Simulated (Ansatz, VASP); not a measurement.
## TaS2 in VASP and in Ansatz

```
Ta S
1.0
     3.45050    0.00000    0.00000
    -1.72525    2.98822    0.00000
     0.00000    0.00000    5.86000
Ta S
1 2
Direct
  0.00000 0.00000 0.00000
  0.33333 0.66667 0.25000
  0.66667 0.33333 0.75000
```

Change from the starting cell: equal xx and yy strain of +3 %, crystal datasets.

Alike in both runs: task electric field gradients; functional PBE; k mesh 9 × 9 × 5; occupations fermi-dirac, width 0.03 eV; no spin polarisation.

|  | VASP | Ansatz |
| --- | --- | --- |
| version | VASP 6.6.1 | Ansatz 0.2.0 |
| potentials or method | VASP PAW PBE potentials, release 64 (Ta_pv, S), cutoff 400 eV | all-electron PAW with datasets made for the crystal, scalar-relativistic |

VASP gave:

* pressure (GPa): 0.7
* traceless stress, the component that is largest in VASP (GPa): 4.75
* rms of the force components (eV/Å): 0.216
* size of Vzz on the site where it differs most (V/Å²): 119.2

Q: What did Ansatz give for the same quantities?

A: Pressure (GPa): 0.8; traceless stress, the component that is largest in VASP (GPa): 4.69; rms of the force components (eV/Å): 0.213; size of Vzz on the site where it differs most (V/Å²): 151.5.

Atom by atom the forces differ by 0.003 eV/Å (rms over components). Ansatz ran all-electron here, and VASP with PAW potentials.

Neither program's run includes spin-orbit coupling.
